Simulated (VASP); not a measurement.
# W (Fmmm) in VASP: notebook, part 2 of 2

VASP 6.6.1. The steps go on from the part before.

## Step 4: Single point, PBEsol (strain +0.0937 x Voigt [0, 0, 0, 1, 0, 0])

Input file INCAR:

```
PREC = Accurate ; ENCUT = 520
EDIFF = 1E-7 ; ISMEAR = 0
SIGMA = 0.15 ; LREAL = False
LASPH = True ; NELM = 100
ALGO = Fast ; ISIF = 2
LWAVE = False ; LCHARG = False
GGA = PS ; NBANDS = 13
```

Input file KPOINTS:

```
Automatic mesh
0
Gamma
  20 20 20
```

Input file POSCAR:

```
W
1.0
   -1.5973000000      1.6721335050      1.6721335050
    1.5973000000     -1.5224664950      1.5224664950
    1.5973000000      1.5224664950     -1.5224664950
W
1
Direct
    0.0000000000      0.0000000000      0.0000000000
```

Potentials or basis: VASP PAW PBE potentials, release 64 (W_sv).

On the command line:

```console
$ cat potpaw_PBE.64/W_sv/POTCAR > POTCAR
$ mpirun -np 1 vasp_std > vasp.out
```

OUTCAR:

```text
PREC = Accurate
   ENCUT = 520
   EDIFF = 1E-7
   ISMEAR = 0
   LREAL = False
   LASPH = True
   NELM = 100
   ISIF = 2
   GGA = PS

 ion  position               nearest neighbor table
   1  0.000  0.000  0.000-

  LATTYP: Found a face centered orthorhombic cell.
 ALAT       =     3.1946000000
 B/A-ratio  =     1.3479576570
 C/A-ratio  =     1.4804694678

  Lattice vectors:

 A1 = (   0.0000000000,   3.1946000000,   0.1496670100)
 A2 = (   1.5973000000,   1.6721335050,   1.6721335050)
 A3 = (   1.5973000000,   1.5224664950,  -1.5224664950)

Analysis of symmetry for initial positions (statically):
=====================================================================
 Subroutine PRICEL returns:
 Original cell was already a primitive cell.

 Routine SETGRP: Setting up the symmetry group for a
 face centered orthorhombic supercell.

 Subroutine GETGRP returns: Found  8 space group operations
 (whereof  8 operations were pure point group operations)
 out of a pool of  8 trial point group operations.

The static configuration has the point symmetry D_2h.

Analysis of symmetry for dynamics (positions and initial velocities):
=====================================================================
 Subroutine PRICEL returns:
 Original cell was already a primitive cell.

 Routine SETGRP: Setting up the symmetry group for a
 face centered orthorhombic supercell.

 Subroutine GETGRP returns: Found  8 space group operations
 (whereof  8 operations were pure point group operations)
 out of a pool of  8 trial point group operations.

The dynamic configuration has the point symmetry D_2h.

 Subroutine INISYM returns: Found  8 space group operations
 (whereof  8 operations are pure point group operations),
 and found     1 'primitive' translations

----------------------------------------------------------------------------------------

                                     Primitive cell

  volume of cell :      16.2654
[... 115 lines left out ...]
   IVDW    =     0    specifies the selected vdW correction
   LEPSILON=     F    determine dielectric tensor
   LRPA    =     F    only Hartree local field effects (RPA)
 non-spin polarized calculation
 RMM-DIIS sequential band-by-band and
 Gauss-broadening in eV      SIGMA  =   0.15
  energy-cutoff  :      520.00
  volume of cell :       16.27
 maximum number of plane-waves:       456
 NGX is ok and might be reduce to    24
   NGX = 11   NGY =  9   NGZ =  9

 number of electron      14.0000000 magnetization

 Free energy of the ion-electron system (eV)
  ---------------------------------------------------
  ext. energy  EPLUGINS =         0.00000000
  ---------------------------------------------------
  free energy    TOTEN  =       -13.73111398 eV

  energy without entropy =      -13.72652107  energy(sigma->0) =      -13.72881753

 E-fermi :  10.9410     XC(G=0): -13.6092

 val. band max:       10.9281204627   @ k =   0.1000  -0.2000   0.2000
 cond. band min:      10.9447477111   @ k =   0.3000  -0.2000   0.1500
 fundamental gap:      0.0166272484
 Fermi energy:        10.9409947158

 k-point     1 :       0.0000    0.0000    0.0000
  band No.  band energies     occupation
      1     -63.2767      2.00000
      2     -27.0085      2.00000
      3     -26.8435      2.00000
      4     -26.7237      2.00000
      5       1.4067      2.00000
      6       8.9102      2.00000
      7       9.4595      2.00000
      8      10.5121      1.99995
      9      13.1296      0.00000
     10      13.4126      0.00000
     11      24.5598      0.00000
     12      25.4448      0.00000
     13      26.2801      0.00000
[... 354 lines left out ...]
  band No.  band energies     occupation
      1     -63.2500      2.00000
      2     -27.2470      2.00000
      3     -26.9443      2.00000
      4     -26.7760      2.00000
      5       2.6387      2.00000
      6       8.5748      2.00000
      7       8.9676      2.00000
      8      11.4974      0.00000
      9      12.7360      0.00000
     10      13.5408      0.00000
     11      26.2511      0.00000
     12      27.1090      0.00000
     13      27.4162      0.00000

 [... further k-points ...]

------------------------ aborting loop because EDIFF is reached ----------------------------------------

  FORCE on cell =-STRESS in cart. coord.  units (eV):
  Direction    XX          YY          ZZ          XY          YZ          ZX
  --------------------------------------------------------------------------------------
  -------------------------------------------------------------------------------------
  Total       -0.8307773     -0.9156047     -0.9156047      0.0000000     -1.3258881      0.0000000
  in kB      -81.8332937    -90.1889694    -90.1889694      0.0000000   -130.6027356      0.0000000
  external PRESSURE =     -87.4037442 kB  Pullay stress =       0.0000000 kB

 VOLUME and BASIS-vectors are now :
 -----------------------------------------------------------------------------
  energy-cutoff  :      520.00
  volume of cell :       16.27
      direct lattice vectors                 reciprocal lattice vectors
    -1.597300000  1.672133505  1.672133505     0.000000000  0.299019186  0.299019186
     1.597300000 -1.522466495  1.522466495     0.313028235 -0.014697633  0.313716819
     1.597300000  1.522466495 -1.522466495     0.313028235  0.313716819 -0.014697633

 POSITION                                       TOTAL-FORCE (eV/Angst)
 -----------------------------------------------------------------------------------
      0.00000      0.00000      0.00000        -0.000000      0.000000      0.000000
 -----------------------------------------------------------------------------------
    total drift:                                0.000000     -0.000000      0.000000

  FREE ENERGIE OF THE ION-ELECTRON SYSTEM (eV)
  ---------------------------------------------------
  free  energy   TOTEN  =       -13.7311139849 eV

  energy  without entropy=      -13.7265210668  energy(sigma->0) =      -13.72881753
```

OSZICAR:

```text
N       E                     dE             d eps       ncg     rms          rms(c)
DAV:   1     0.835544412958E+02    0.83554E+02   -0.74333E+03 30472   0.122E+03
DAV:   2    -0.127799445491E+02   -0.96334E+02   -0.92523E+02 34191   0.315E+02
DAV:   3    -0.144315481435E+02   -0.16516E+01   -0.16463E+01 33246   0.400E+01
DAV:   4    -0.144382645719E+02   -0.67164E-02   -0.67163E-02 33596   0.282E+00
DAV:   5    -0.144383214412E+02   -0.56869E-04   -0.56869E-04 33791   0.245E-01    0.208E+01
RMM:   6    -0.138782900487E+02    0.56003E+00   -0.44555E-01 33139   0.609E+00    0.850E+00
RMM:   7    -0.137351682924E+02    0.14312E+00   -0.31255E-01 33351   0.506E+00    0.884E-01
RMM:   8    -0.137313309027E+02    0.38374E-02   -0.12198E-02 37647   0.122E+00    0.258E-01
RMM:   9    -0.137311180799E+02    0.21282E-03   -0.19376E-03 36723   0.522E-01    0.252E-02
RMM:  10    -0.137311189791E+02   -0.89914E-06   -0.28419E-04 38572   0.201E-01    0.986E-03
RMM:  11    -0.137311139132E+02    0.50659E-05   -0.33086E-05 38959   0.707E-02    0.361E-03
RMM:  12    -0.137311140000E+02   -0.86830E-07   -0.91154E-06 39002   0.348E-02    0.251E-03
RMM:  13    -0.137311138805E+02    0.11949E-06   -0.66516E-07 35028   0.934E-03    0.789E-04
RMM:  14    -0.137311140104E+02   -0.12985E-06   -0.17551E-07 27251   0.481E-03    0.759E-04
RMM:  15    -0.137311139849E+02    0.25508E-07   -0.17612E-08 20991   0.155E-03
   1 F= -.13731114E+02 E0= -.13728818E+02  d E =-.459292E-02
```

Run time: 67 s. Hardware: 1 thread of Intel Xeon 6975P-C (Granite Rapids), shared host; peak memory 0.33 GiB.

What came out:

| Quantity | Value |
| --- | --- |
| Free energy | -13.7311 eV |
| Pressure | -8.7 GPa |
| Band gap on the k mesh | zero (bands 7 and 8 overlap by 4.96 eV) |

Levels at points of the mesh, in eV from the Fermi level:
```csv
k point,band 5,band 6,band 7,band 8,band 9,band 10
"(0.00, 0.00, 0.00)",-9.53,-2.03,-1.48,-0.43,2.19,2.47
"(0.50, 0.00, 0.00)",-6.28,-3.77,-0.14,2.72,3.66,5.35
"(0.00, 0.50, 0.00)",-6.14,-3.54,0.60,2.10,2.95,5.69
"(0.00, 0.50, 0.50)",-6.10,-3.29,1.39,1.52,2.18,6.62
"(0.50, 0.50, 0.50)",-5.74,-5.63,3.95,4.80,6.01,7.59
```

Caveat: the cell differs from its parent crystal (strain +0.0937 x Voigt [0, 0, 0, 1, 0, 0]); the cell stands under tension; the PAW data sets were made with another functional, which shifts forces and pressure a little; spin-orbit coupling is left out, which moves the levels of the heavy elements.

## Step 5: Single point, PBEsol (strain +0.0562 x Voigt [0, 0, 0, 1, 0, 0])

Input file INCAR:

```
  PREC = Accurate
  ENCUT = 520
  EDIFF = 1E-6
  ISMEAR = 0
  SIGMA = 0.15
  LREAL = F
  LASPH = T
  NELM = 100
  ALGO = Fast
  ISIF = 2
  LWAVE = F
  LCHARG = F
  GGA = PS
  NBANDS = 13
```

Input file KPOINTS:

```
regular mesh
0
Gamma
  20 20 20
```

Input file POSCAR:

```
W
1.0
   -1.5973000000      1.6421841300      1.6421841300
    1.5973000000     -1.5524158700      1.5524158700
    1.5973000000      1.5524158700     -1.5524158700
W
1
Direct
    0.0000000000      0.0000000000      0.0000000000
```

On the command line:

```console
$ cat potpaw_PBE.64/W_sv/POTCAR > POTCAR
$ mpirun -np 1 vasp_std > vasp.out
```

Wall time 54 s (1 thread of Intel Xeon 6975P-C (Granite Rapids), shared host); peak memory 0.32 GiB.

It converged, with:

```yaml
Free_energy: -13.7694 eV
Pressure: -10.2 GPa
Band_gap_on_the_k_mesh: zero (bands 7 and 8 overlap by 5.44 eV)
```

Stress tensor (GPa, compression positive):
```
 -9.97   0.00   0.00
  0.00 -10.33  -7.74
  0.00  -7.74 -10.33
```

Levels at points of the mesh, in eV from the Fermi level:
```csv
k point,band 3,band 4,band 5,band 6,band 7,band 8,band 9,band 10,band 11,band 12
"(0.00, 0.00, 0.00)",-37.80,-37.73,-9.53,-1.70,-1.32,-0.74,2.16,2.26,13.95,14.47
"(0.50, 0.00, 0.00)",-38.11,-37.75,-6.21,-3.64,0.14,2.42,3.39,5.54,9.86,11.84
"(0.00, 0.50, 0.00)",-38.21,-37.80,-6.14,-3.50,0.58,2.05,2.96,5.81,10.68,11.35
"(0.00, 0.50, 0.50)",-38.29,-37.88,-6.10,-3.35,1.05,1.69,2.50,6.30,11.00,11.37
"(0.50, 0.50, 0.50)",-38.65,-38.55,-5.69,-5.65,4.34,4.89,5.57,7.73,8.00,8.36
```

Caveat: the cell differs from its parent crystal (strain +0.0562 x Voigt [0, 0, 0, 1, 0, 0]); the cell stands under tension; the PAW data sets were made with another functional, which shifts forces and pressure a little; spin-orbit coupling is left out, which moves the levels of the heavy elements.

## Step 6: Single point, PBEsol (strain +0.0187 x Voigt [0, 0, 0, 1, 0, 0])

Input file INCAR:

```
PREC = Accurate
ENCUT = 520
EDIFF = 1E-6
ISMEAR = 0
SIGMA = 0.15
LREAL = False
LASPH = True
NELM = 80
ALGO = Fast
ISIF = 2
LWAVE = False
LCHARG = True
GGA = PS
LELF = True
LVHAR = True
NBANDS = 13
```

KPOINTS is that of step 5.

Input file POSCAR:

```
W
1.0
   -1.5973000000      1.6122347550      1.6122347550
    1.5973000000     -1.5823652450      1.5823652450
    1.5973000000      1.5823652450     -1.5823652450
W
1
Direct
    0.0000000000      0.0000000000      0.0000000000
```

Potentials or basis: VASP PAW PBE potentials, release 64 (W_sv).

On the command line:

```console
$ cat potpaw_PBE.64/W_sv/POTCAR > POTCAR
$ mpirun -np 1 vasp_std > vasp.out
```

It took 5.1 min on 1 thread of AMD EPYC 7R13, shared host; peak memory 0.3 GiB.

The run converged. Its results:

```yaml
Free_energy: -13.7883 eV
Pressure: -10.9 GPa
Band_gap_on_the_k_mesh: zero (bands 7 and 8 overlap by 5.88 eV)
```

Stress tensor (GPa, compression positive):
```
-10.83   0.00   0.00
  0.00 -10.88  -2.62
  0.00  -2.62 -10.88
```

Levels at points of the mesh, in eV from the Fermi level:
```
           k point  band 4  band 5  band 6  band 7  band 8  band 9  band 10  band 11
(0.00, 0.00, 0.00)  -37.79   -9.53   -1.39   -1.24   -1.07    2.13     2.15    14.27
(0.50, 0.00, 0.00)  -37.81   -6.17   -3.53    0.42    2.14    3.10     5.76    10.33
(0.00, 0.50, 0.00)  -37.82   -6.15   -3.48    0.57    2.02    2.96     5.87    10.59
(0.00, 0.50, 0.50)  -37.85   -6.13   -3.43    0.72    1.90    2.81     6.01    10.83
(0.50, 0.50, 0.50)  -38.62   -5.67   -5.66    4.74    4.93    5.14     7.90     8.00
```

Caveat: the cell differs from its parent crystal (strain +0.0187 x Voigt [0, 0, 0, 1, 0, 0]); the cell stands under tension; the PAW data sets were made with another functional, which shifts forces and pressure a little; spin-orbit coupling is left out, which moves the levels of the heavy elements.

## Step 7: Overview

```csv
cell,further INCAR settings,gap on the mesh (eV),pressure (GPa)
"a = 2.698, b = 2.836, c = 2.836 Å, angles 111.4, 109.5, 109.5°, 1 atom",ALGO = Fast; EDIFF = 1e-06; NBANDS = 13,none,-9.6
"a = 2.801, b = 2.732, c = 2.732 Å, angles 108.4, 109.5, 109.5°, 1 atom",ALGO = Fast; EDIFF = 1e-07; NBANDS = 13,none,-10.6
"a = 2.854, b = 2.681, c = 2.681 Å, angles 106.9, 109.5, 109.5°, 1 atom",ALGO = Fast; EDIFF = 1e-07; NBANDS = 13,none,-8.7
"a = 2.819, b = 2.715, c = 2.715 Å, angles 107.9, 109.5, 109.5°, 1 atom",ALGO = Fast; EDIFF = 1e-06; NBANDS = 13,none,-10.2
"a = 2.784, b = 2.749, c = 2.749 Å, angles 109.0, 109.5, 109.5°, 1 atom",ALGO = Fast; EDIFF = 1e-06; NBANDS = 13,none,-10.9
```

Alike in all rows: task single point; level PBEsol; potentials or basis VASP PAW PBE potentials, release 64 (W_sv); no spin polarisation; k mesh 20 × 20 × 20; cutoff (eV) 520; smearing gaussian 0.15 eV.

Caveats: the cell stands under tension; the PAW data sets were made with another functional, which shifts forces and pressure a little; spin-orbit coupling is left out, which moves the levels of the heavy elements.

Total energies depend on the potentials used, so only differences within one code and one set of settings carry meaning.
